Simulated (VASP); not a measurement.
# SiC3 (P1) in VASP: a series of runs

Runs on SiC3. Level: PBEsol. Tasks: relaxation of cell and atoms, single point.

All numbers are computed with VASP 6.6.1; they aren't measurements. Logs are shortened: lines on timing, memory, paths and dates and some standing lists are left out, and cuts for length are marked.

## 1. The cell of the first run

The typed cell holds 24 atoms: a = 5.090 Å, b = 5.126 Å, c = 8.680 Å, α = 91.99°, β = 86.28°, γ = 119.59°.

## 2. Relaxation of cell and atoms, PBEsol

INCAR reads:

```
PREC = Accurate
ENCUT = 600
EDIFF = 1E-6
ISMEAR = 0
SIGMA = 0.1
LREAL = Auto
LASPH = T
NELM = 100
ALGO = Normal
ISIF = 3
LWAVE = F
LCHARG = F
GGA = PS
IBRION = 2
NSW = 45
EDIFFG = -0.04
ISYM = 0
```

KPOINTS reads:

```
Automatic mesh
0
Gamma
  5 5 3
```

POSCAR reads:

```
SiC3
1.0
   -3.7110047040     -3.4824344073     -0.1042590284
    0.0349657476      3.5517276882      3.6964397802
   -5.1717558375      4.8389265124     -5.0186043520
C Si
18 6
Direct
    0.4890871415      0.9776478208      0.9565277305
    0.9925412751      0.9902907300      0.9539776637
    0.8442301824      0.1535059922      0.7189943769
    0.3580037788      0.1668613718      0.7171894564
    0.2097124306      0.2411617863      0.2080249564
    0.4810820456      0.4781627564      0.9545150915
    0.9799614169      0.4889787545      0.9575411660
    0.8298758683      0.6476692620      0.7169252087
    0.3452868563      0.6359370619      0.7214631381
    0.3294289498      0.1460629126      0.8974638680
    0.8260919254      0.1552269155      0.9006816173
    0.6877657861      0.3280574729      0.6640845250
    0.1868968559      0.3163283855      0.6664053674
    0.4603547839      0.4778768479      0.1288422717
    0.3185346234      0.6474037693      0.8992507600
    0.8259690103      0.6552042864      0.8942153275
    0.6750120823      0.8136431257      0.6659001555
    0.9768918191      0.9921600843      0.1312483383
    0.7081164073      0.3177041845      0.4291893983
    0.6552191909      0.8125266033      0.4443512489
    0.1884101609      0.2613459302      0.4302003499
    0.8681105263      0.5768687254      0.1787805409
    0.1964081754      0.8198504907      0.6018505481
    0.5521216603      0.8920722932      0.1792888831
```

Potentials or basis: VASP PAW PBE potentials, release 64 (C, Si).

Command:

```
$ cat potpaw_PBE.64/C/POTCAR potpaw_PBE.64/Si/POTCAR > POTCAR
$ mpirun -np 1 vasp_std > vasp.out
```

OUTCAR:

```text
PREC = Accurate
   ENCUT = 600
   EDIFF = 1E-6
   ISMEAR = 0
   LREAL = Auto
   LASPH = T
   NELM = 100
   ISIF = 3
   GGA = PS
   IBRION = 2
   NSW = 45
   EDIFFG = -0.04
   ISYM = 0

 ion  position               nearest neighbor table
   1  0.489  0.978  0.957-  11 1.55  15 1.55  10 1.56  24 2.08
   2  0.993  0.990  0.954-  18 1.54  10 1.54  11 1.56  16 1.58
   3  0.844  0.154  0.719-  13 1.56  12 1.56  11 1.57  17 1.58
   4  0.358  0.167  0.717-  12 1.51  13 1.51  10 1.56  23 1.84
   5  0.210  0.241  0.208-  14 1.41  18 1.42  21 1.93
   6  0.481  0.478  0.955-  14 1.51  10 1.56  15 1.57  16 1.59
   7  0.980  0.489  0.958-  16 1.55  15 1.56  11 1.57  22 2.07
   8  0.830  0.648  0.717-  12 1.50  17 1.51  16 1.54  23 1.86
   9  0.345  0.636  0.721-  13 1.50  17 1.51  15 1.54  23 1.85
  10  0.329  0.146  0.897-   2 1.54   6 1.56   1 1.56   4 1.56
  11  0.826  0.155  0.901-   1 1.55   2 1.56   7 1.57   3 1.57
  12  0.688  0.328  0.664-   8 1.50   4 1.51   3 1.56  19 2.04
  13  0.187  0.316  0.666-   9 1.50   4 1.51   3 1.56  21 2.06
  14  0.460  0.478  0.129-   5 1.41   6 1.51  22 1.95  24 1.98
  15  0.319  0.647  0.899-   9 1.54   1 1.55   7 1.56   6 1.57
  16  0.826  0.655  0.894-   8 1.54   7 1.55   2 1.58   6 1.59  22 2.56
  17  0.675  0.814  0.666-   8 1.51   9 1.51   3 1.58  20 1.93  23 2.55
  18  0.977  0.992  0.131-   5 1.42   2 1.54  22 1.97  24 1.98
  19  0.708  0.318  0.429-  12 2.04  22 2.46  20 2.48  21 2.51  21 2.60  20 2.68  24 2.88  23 2.96
                            23 2.99
  20  0.655  0.813  0.444-  17 1.93  19 2.48  24 2.48  21 2.55  23 2.64  21 2.65  19 2.68  22 2.95
                            23 3.14
  21  0.188  0.261  0.430-   5 1.93  13 2.06  19 2.51  20 2.55  19 2.60  20 2.65  23 2.77
  22  0.868  0.577  0.179-  14 1.95  18 1.97   7 2.07  19 2.46  16 2.56  24 2.79  20 2.95  24 3.03
                            24 3.06
  23  0.196  0.820  0.602-   4 1.84   9 1.85   8 1.86  17 2.55  20 2.64  21 2.77  19 2.96  19 2.99
                            20 3.14
  24  0.552  0.892  0.179-  14 1.98  18 1.98   1 2.08  20 2.48  22 2.79  19 2.88  22 3.03  22 3.06

IMPORTANT INFORMATION: All symmetrisations will be switched off!
NOSYMM: (Re-)initialisation of all symmetry stuff for point group C_1.

----------------------------------------------------------------------------------------

                                     Primitive cell

  volume of cell :     196.5558

  direct lattice vectors                    reciprocal lattice vectors
    -3.711004704 -3.482434407 -0.104259028    -0.181686439 -0.096367588  0.094313516
     0.034965748  3.551727688  3.696439780    -0.091482753  0.092008812  0.182989189
    -5.171755838  4.838926512 -5.018604352    -0.063606934  0.069770836 -0.066437697

  length of vectors
     5.090164561  5.126369010  8.680360469     0.226255859  0.224320661  0.115446002

  position of ions in fractional coordinates (direct lattice)
     0.489087142  0.977647821  0.956527730
     0.992541275  0.990290730  0.953977664
     0.844230182  0.153505992  0.718994377
[... 151 lines left out ...]
 conjugate gradient relaxation of ions
 non-spin polarized calculation
 Gauss-broadening in eV      SIGMA  =   0.10
  energy-cutoff  :      600.00
  volume of cell :      196.56
 maximum number of plane-waves:      6576
 NGX is ok and might be reduce to    42
   NGX = 21   NGY = 21   NGZ = 35

--------------------------------------- Ionic step        1  -------------------------------------------

 number of electron      96.0000001 magnetization

 Free energy of the ion-electron system (eV)
  ---------------------------------------------------
  ext. energy  EPLUGINS =         0.00000000
  ---------------------------------------------------
  free energy    TOTEN  =      -198.24906725 eV

  energy without entropy =     -198.23785906  energy(sigma->0) =     -198.24346315

------------------------ aborting loop because EDIFF is reached ----------------------------------------

  FORCE on cell =-STRESS in cart. coord.  units (eV):
  Direction    XX          YY          ZZ          XY          YZ          ZX
  --------------------------------------------------------------------------------------
  -------------------------------------------------------------------------------------
  Total        0.5128742      0.8660646     -0.1320925      1.0871490      0.5612901     -0.4519812
  in kB        4.1805717      7.0595188     -1.0767205      8.8616356      4.5752225     -3.6842165
  external PRESSURE =       3.3877900 kB  Pullay stress =       0.0000000 kB
[... 155 lines left out ...]
  FREE ENERGIE OF THE ION-ELECTRON SYSTEM (eV)
  ---------------------------------------------------
  free  energy   TOTEN  =      -198.2568698137 eV

  energy  without entropy=     -198.2459957866  energy(sigma->0) =     -198.25143280

[... ionic steps 4 to 9 ...]

--------------------------------------- Ionic step       10  -------------------------------------------

 number of electron      95.9999999 magnetization

------------------------ aborting loop because EDIFF is reached ----------------------------------------
[... 111 lines left out ...]
--------------------------------------- Ionic step       12  -------------------------------------------

 number of electron      95.9999999 magnetization

 Free energy of the ion-electron system (eV)
  ---------------------------------------------------
  ext. energy  EPLUGINS =         0.00000000
  ---------------------------------------------------
  free energy    TOTEN  =      -198.26249504 eV

  energy without entropy =     -198.25233285  energy(sigma->0) =     -198.25741395

 E-fermi :   9.1574     XC(G=0): -12.1626

 val. band max:        9.1400793574   @ k =   0.2000   0.0000   0.0000
 cond. band min:       9.2191524569   @ k =   0.0000   0.0000   0.0000
 fundamental gap:      0.0790730996
 Fermi energy:         9.1573699601

 k-point     1 :       0.0000    0.0000    0.0000
  band No.  band energies     occupation
      1     -11.3218      2.00000
      2      -9.0868      2.00000
      3      -7.1190      2.00000
      4      -6.4647      2.00000
      5      -6.2355      2.00000
      6      -6.1019      2.00000
[... 1501 lines left out ...]
     59      14.7700      0.00000
     60      15.0108      0.00000

 [... further k-points ...]

 [bands above 60 left out]

------------------------ aborting loop because EDIFF is reached ----------------------------------------

  FORCE on cell =-STRESS in cart. coord.  units (eV):
  Direction    XX          YY          ZZ          XY          YZ          ZX
  --------------------------------------------------------------------------------------
  -------------------------------------------------------------------------------------
  Total        0.0096558      0.0533493      0.0300141      0.0667381     -0.0206831      0.0518784
  in kB        0.0786805      0.4347177      0.2445705      0.5438167     -0.1685367      0.4227315
  external PRESSURE =       0.2526562 kB  Pullay stress =       0.0000000 kB
[... 39 lines left out ...]
  FREE ENERGIE OF THE ION-ELECTRON SYSTEM (eV)
  ---------------------------------------------------
  free  energy   TOTEN  =      -198.2624950405 eV

  energy  without entropy=     -198.2523328508  energy(sigma->0) =     -198.25741395

 reached required accuracy - stopping structural energy minimisation
```

CONTCAR:

```text
SiC3
   1.00000000000000
    -3.7224162387904425   -3.4977108714670204   -0.1019822645744796
     0.0415537850557692    3.5580763955261210    3.6940370790777601
    -5.1535048127283076    4.8265937639087815   -5.0045791285969967
  C               Si
    18     6
Direct
     0.4899384094435562    0.9791538507234372    0.9565655874484225
     0.9934940449716373    0.9910242758205465    0.9543338117345977
     0.8438128709127239    0.1531034796996938    0.7183787603889785
     0.3579185615683505    0.1669508686177886    0.7171615582828085
     0.2093045352899336    0.2430986177297783    0.2094536250225225
     0.4816282007495343    0.4795389948307121    0.9549650726972000
[... 16 lines left out ...]
     0.1941809814701209    0.8184724500980621    0.6011494486166673
     0.5558012104457480    0.8943178873881018    0.1792346689986096

  0.00000000E+00  0.00000000E+00  0.00000000E+00
  0.00000000E+00  0.00000000E+00  0.00000000E+00
  0.00000000E+00  0.00000000E+00  0.00000000E+00
  0.00000000E+00  0.00000000E+00  0.00000000E+00
  0.00000000E+00  0.00000000E+00  0.00000000E+00
  0.00000000E+00  0.00000000E+00  0.00000000E+00
[... 16 lines left out ...]
  0.00000000E+00  0.00000000E+00  0.00000000E+00
  0.00000000E+00  0.00000000E+00  0.00000000E+00
```

Wall time 39 min (1 thread of Intel Xeon 6975P-C (Granite Rapids), shared host); peak memory 0.58 GiB.

Results:

```
Free energy                           : -198.2625 eV
Relaxed volume                        : 8.19 Å³/atom
Relaxed cell                          : a = 5.109 Å, b = 5.129 Å, c = 8.655 Å, α = 91.97°, β = 86.35°, γ = 119.68°
Space group after relaxing (to 0.1 Å) : P1 (No. 1)
Energy gained by relaxing             : 0.6 meV/atom
Ionic steps                           : 12
Pressure after relaxing               : 0.0 GPa
Largest force after relaxing          : 0.028 eV/Å
Band gap on the k mesh                : zero (bands 48 and 49 overlap by 0.21 eV)
```

Forces on the atoms (eV/Å):
```
C   -0.002  0.005 -0.001
C    0.015 -0.005 -0.009
C   -0.007  0.009 -0.005
C    0.003  0.006  0.013
C    0.001 -0.026  0.006
C    0.002  0.001  0.013
C   -0.008  0.009  0.000
C    0.006  0.004 -0.003
C   -0.008  0.004  0.000
C   -0.003  0.010 -0.007
C   -0.013 -0.007 -0.008
C    0.003 -0.011 -0.003
C    0.009  0.001 -0.006
C   -0.012  0.017  0.015
C    0.006  0.004 -0.001
C    0.003  0.005  0.010
C   -0.003  0.000  0.005
C    0.007 -0.002  0.004
Si   0.005 -0.006 -0.017
Si  -0.012 -0.008 -0.021
Si   0.018 -0.013 -0.015
Si  -0.002  0.009  0.026
Si  -0.009 -0.007 -0.008
Si   0.003  0.000  0.011
```

Stress tensor (GPa, compression positive):
```
 0.01  0.05  0.04
 0.05  0.04 -0.02
 0.04 -0.02  0.02
```

Step by step:
```
step  energy change (eV)  largest force (eV/Å)  pressure (GPa)  volume (Å³)
   1              0.0000                0.2410            0.34       196.56
   2             -0.0064                0.2972           -0.47       197.05
   3             -0.0078                0.1961           -0.24       196.90
   4             -0.0098                0.2930            0.02       196.74
   5             -0.0104                0.1471           -0.07       196.79
   6             -0.0116                0.1508            0.08       196.64
   7             -0.0116                0.1089            0.05       196.67
   8             -0.0124                0.1085           -0.01       196.66
   9             -0.0124                0.1006            0.00       196.66
  10             -0.0130                0.0619           -0.01       196.64
  11             -0.0130                0.0622           -0.01       196.64
  12             -0.0134                0.0276            0.03       196.62
```

Final structure:
```
C Si
1.0
    -3.72242   -3.49771   -0.10198
     0.04155    3.55808    3.69404
    -5.15350    4.82659   -5.00458
C Si
18 6
Direct
  0.48994 0.97915 0.95657
  0.99349 0.99102 0.95433
  0.84381 0.15310 0.71838
  0.35792 0.16695 0.71716
  0.20930 0.24310 0.20945
  0.48163 0.47954 0.95497
  0.98015 0.48943 0.95751
  0.82929 0.64800 0.71634
  0.34454 0.63643 0.72057
  0.33017 0.14717 0.89770
  0.82654 0.15583 0.90058
  0.68691 0.32708 0.66367
  0.18626 0.31541 0.66569
  0.46118 0.47939 0.12971
  0.31856 0.64811 0.89933
  0.82635 0.65587 0.89437
  0.67348 0.81230 0.66644
  0.97757 0.99372 0.13199
  0.70661 0.31699 0.42839
  0.65495 0.81101 0.44387
  0.18906 0.25590 0.43048
  0.86740 0.57426 0.17905
  0.19418 0.81847 0.60115
  0.55580 0.89432 0.17923
```

Caveat: semilocal functionals underestimate gaps, so a narrow gap can read as zero; the PAW data sets were made with another functional, which shifts forces and pressure a little.

## 3. Relaxation of cell and atoms, PBEsol

This run uses another cell than the first one, of 8.43 Å³/atom.

INCAR reads:

```
ALGO = Normal
EDIFF = 1E-6
EDIFFG = -0.04
ENCUT = 600
GGA = PS
IBRION = 2
ISIF = 3
ISMEAR = 0
ISYM = 0
LASPH = T
LCHARG = F
LREAL = Auto
LWAVE = F
NELM = 100
NSW = 70
PREC = Accurate
SIGMA = 0.1
```

KPOINTS reads:

```
Automatic mesh
0
Gamma
  3 3 2
  0 0 0.5
```

POSCAR reads:

```
SiC3
1.0
   -4.0710122200     -4.0710122200      0.0000000000
    0.0000000000      4.0710122200      4.0710122200
   -4.0710122200      4.0710122200     -4.0710122200
C Si
18 6
Direct
    0.5022992728      0.0020852574      0.9983381796
    0.9937160207      0.9956621737      0.0001101444
    0.8380162275      0.1683280420      0.6651075503
    0.3344862733      0.1673704145      0.6683179440
    0.6638837348      0.3333695699      0.3338349068
    0.1671138613      0.3340673393      0.3360122621
    0.4907379987      0.4924529290      0.9999325253
    0.0003252609      0.4982044244      0.0015190384
    0.8313989081      0.6628529288      0.6659217904
    0.3313883915      0.6683486449      0.6706879462
    0.6624597584      0.8286252975      0.3312870228
    0.1616971142      0.8317942132      0.3308205951
    0.6603628700      0.3271417724      0.5859777589
    0.1677383259      0.3325664484      0.5782201675
    0.4983039353      0.5003944931      0.2528165687
    0.3367405960      0.6636638842      0.9162714770
    0.6685963442      0.8433375322      0.5889054887
    0.4950607034      0.9965760250      0.2495420247
    0.3309086073      0.1637831066      0.9139924684
    0.8320672722      0.1682023924      0.9172635535
    0.9935051892      0.4995229545      0.2486337671
    0.8354345535      0.6673841447      0.9182333895
    0.1608551124      0.8328894357      0.5830432057
    0.0034423107      0.0014940296      0.2518628524
```

Potentials or basis: VASP PAW PBE potentials, release 64 (C, Si).

Command:

```
$ cat potpaw_PBE.64/C/POTCAR potpaw_PBE.64/Si/POTCAR > POTCAR
$ mpirun -np 1 vasp_std > vasp.out
```

It took 18 min on 1 thread of Intel Xeon 6975P-C (Granite Rapids), shared host; peak memory 0.39 GiB.

It converged, with:

* Free energy: -199.5252 eV
* Relaxed volume: 7.95 Å³/atom
* Relaxed cell: a = 5.680 Å, b = 5.630 Å, c = 6.866 Å, α = 90.23°, β = 89.87°, γ = 119.62°
* Space group after relaxing (to 0.1 Å): P1 (No. 1)
* Energy gained by relaxing: 286.7 meV/atom
* Ionic steps: 16
* Pressure after relaxing: 0.0 GPa
* Largest force after relaxing: 0.037 eV/Å
* Band gap on the k mesh: 1.40 eV

Forces in eV/Å, atoms in the order of the input:
```
C    0.003 -0.005 -0.019
C   -0.002 -0.018 -0.013
C    0.020  0.002  0.008
C    0.025 -0.003  0.016
C   -0.006 -0.001  0.004
C   -0.007 -0.008  0.000
C   -0.006 -0.003  0.002
C   -0.021 -0.004  0.006
C    0.012  0.017 -0.018
C    0.028  0.006  0.008
C   -0.009 -0.001  0.000
C    0.017  0.008  0.006
C    0.015  0.024  0.002
C   -0.015 -0.007  0.020
C   -0.008 -0.005 -0.002
C   -0.004 -0.005 -0.013
C    0.008  0.001 -0.005
C   -0.001 -0.015  0.013
Si  -0.004 -0.002 -0.002
Si  -0.032  0.006 -0.017
Si   0.000  0.000 -0.003
Si  -0.017 -0.007  0.003
Si   0.003  0.006  0.003
Si   0.001  0.012  0.002
```

The path:
```
step  energy change (eV)  largest force (eV/Å)  pressure (GPa)  volume (Å³)
   1              0.0000                6.0941           -3.09       202.41
   2             -3.2527                6.1633           -7.27       197.67
   3             -4.9917                3.3337           -9.71       199.45
   4             -5.6922                6.0788           10.89       185.07
   5             -6.4208                1.9157            0.78       190.74
   6             -6.7054                1.5067            2.06       190.06
   7             -6.7727                0.7040            1.47       190.27
   8             -6.8549                0.5319           -1.09       191.74
   9             -6.8557                0.4477           -0.87       191.61
  10             -6.8749                0.3038           -0.22       191.04
  11             -6.8754                0.2288           -0.32       191.12
  12             -6.8792                0.1048            0.27       190.67
  13             -6.8794                0.1040            0.17       190.75
  14             -6.8806                0.0741            0.03       190.83
  15             -6.8806                0.0689            0.00       190.85
  16             -6.8812                0.0369           -0.05       190.89
```

Final structure:
```xyz
24
Lattice="-4.0340 -3.9993 0.0237 0.0030 3.9726 3.9894 -3.9647 3.9538 -3.9735" Properties=species:S:1:pos:R:3 pbc="T T T"
C    -2.0486    1.9710    3.8097
C    -7.9631    3.9168    0.0513
C    -5.8148   -0.1214   -1.8711
C    -4.0168    1.9751   -1.7982
C    -3.8898    0.0447   -0.0188
C    -2.2151    2.0320   -0.0089
C    -2.0870    0.2269    1.9186
C    -4.0417    5.7868   -1.8556
C    -5.7348    1.9201    0.0676
C    -4.1219    3.9160   -0.0870
C    -3.9265    2.0710    1.8918
C    -2.1071    3.8548    2.0947
C    -4.8463    0.9311   -0.8902
C    -3.0757    2.9409   -0.9349
C    -3.0122    1.0886    0.9640
C    -5.0714    4.9301   -1.0304
C    -4.8852    2.9378    1.0073
C    -2.9861    2.9558    2.9544
Si   -5.0325    2.9757   -2.9774
Si   -6.9181    0.9120   -2.9145
Si   -0.9958    2.9616    1.0011
Si   -6.9226    2.9295   -0.9805
Si   -3.0050    4.9572    0.9929
Si   -5.0589   -2.9569   -1.0019
```

Levels at points of the mesh, in eV from the valence-band top:
```
           k point  band 44  band 45  band 46  band 47  band 48  band 49  band 50  band 51  band 52  band 53
(0.00, 0.00, 0.25)    -1.29    -1.15    -0.83    -0.35     0.00     1.40     1.65     2.22     2.67     2.99
```

Caveat: the k points lie up to 0.46 Å⁻¹ apart in the final cell; the PAW data sets were made with another functional, which shifts forces and pressure a little; a shifted mesh leaves out Γ, where band edges can lie. A k mesh can miss the band edges.

(Part 1 of 2 ends here.)
